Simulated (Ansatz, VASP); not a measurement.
## PbF2: VASP beside Ansatz

The input INCAR:

```
PREC = Accurate
ENCUT = 520
EDIFF = 1E-6
ISMEAR = 0
SIGMA = 0.01
LREAL = False
LASPH = True
NELM = 150
ALGO = Normal
ISIF = 2
LWAVE = False
LCHARG = True
MAGMOM = 0 0 0 0 0 0 0 0 0
LORBIT = 11
LSORBIT = True
GGA_COMPAT = False
LORBMOM = True
GGA = PE
LVHAR = True
NBANDS = 41
```

File KPOINTS:

```
regular mesh
0
Gamma
  8 8 8
```

POSCAR

```
PbF2
1.0
    0.0000000000      2.9604381111      2.9604381111
    2.9604381111      0.0000000000      2.9604381111
    2.9604381111      2.9604381111      0.0000000000
Pb F
1 2
Direct
    0.0000000000      0.0000000000      0.0000000000
    0.2500000000      0.2500000000      0.2500000000
    0.7500000000      0.7500000000      0.7500000000
```

Input for Ansatz:

```yaml
crystal:
  lattice:
    - [0.0, 2.9604381111, 2.9604381111]
    - [2.9604381111, 0.0, 2.9604381111]
    - [2.9604381111, 2.9604381111, 0.0]
  atoms:
    - { symbol: Pb, position: [0.0, 0.0, 0.0] }
    - { symbol: F, position: [0.25, 0.25, 0.25] }
    - { symbol: F, position: [0.75, 0.75, 0.75] }
kpoints:
  mp_grid: { grid: [8, 8, 8] }
  band_path:
    path:
      - [0.0, 0.0, 0.0]
      - [0.5, 0.0, 0.5]
      - [0.625, 0.25, 0.625]
      - [0.375, 0.375, 0.75]
      - [0.5, 0.5, 0.5]
      - [0.5, 0.25, 0.75]
      - [0.25, -0.5, -0.25]
      - [0.0, 0.5, 0.5]
    npoints: 1
hamiltonian:
  xc: pbe
scf:
  occupations: { method: fixed }
  n_extra_bands: 8
magnetization:
  noncollinear: true
  spin_orbit: true
output:
  forces: true
  stress: true
  eigenvalues: true
```

Alike in both runs: task single point; functional PBE; k mesh 8 × 8 × 8; non-collinear spin, spin-orbit coupling.

|  | VASP | Ansatz |
| --- | --- | --- |
| version | VASP 6.6.1 | Ansatz 0.2.0 |
| potentials or method | VASP PAW PBE potentials, release 64 (Pb_d, F) | plane waves, PAW |
| plane-wave cutoff (eV) | 520 | 420 |
| occupations | gaussian, width 0.01 eV | fixed |
| valence electrons in the cell | 28 | 28 |

|  | VASP | Ansatz | Ansatz less VASP |
| --- | --- | --- | --- |
| pressure (GPa) | 2.6 | 2.8 | +0.19 |
